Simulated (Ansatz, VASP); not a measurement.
# CsSnI3 in VASP and in Ansatz

```xyz
5
Lattice="4.2522 2.4550 3.5985 -4.2522 2.4550 3.5985 0.0000 -4.9100 3.5985" Properties=species:S:1:pos:R:3 pbc="T T T"
I    -2.1717    1.2538    7.2927
I     0.0000   -2.5077    7.2927
I     2.1717    1.2538    7.2927
Cs    0.0000    0.0000    0.1560
Sn    0.0000    0.0000    5.6240
```

Alike in both runs: functional PBE; k mesh 4 × 4 × 4; occupations fermi-dirac, width 0.0131 eV; no spin polarisation.

Ansatz relaxed the structure, and its values are those at the end. VASP's run is a single point on that final structure, the one shown.

|  | VASP | Ansatz |
| --- | --- | --- |
| version | VASP 6.6.1 | Ansatz 0.2.0 |
| potentials or method | VASP PAW PBE potentials, release 64 (I, Cs_sv, Sn_d), cutoff 520 eV | PAW plane waves |
| valence electrons in the cell | 44 | 74 |

|  | VASP | Ansatz | Ansatz less VASP |
| --- | --- | --- | --- |
| pressure (GPa) | 2.0 | 2.0 | 0.00 |

With one functional, cell and mesh, what is left measures potentials, basis and numerics. VASP's potentials hold 44 valence electrons a cell and Ansatz's 74, so a difference there can come from the potentials and not from the codes. Ansatz's warnings: stress scf threshold loose, structure snapped to symmetry.

Spin-orbit coupling is off throughout.
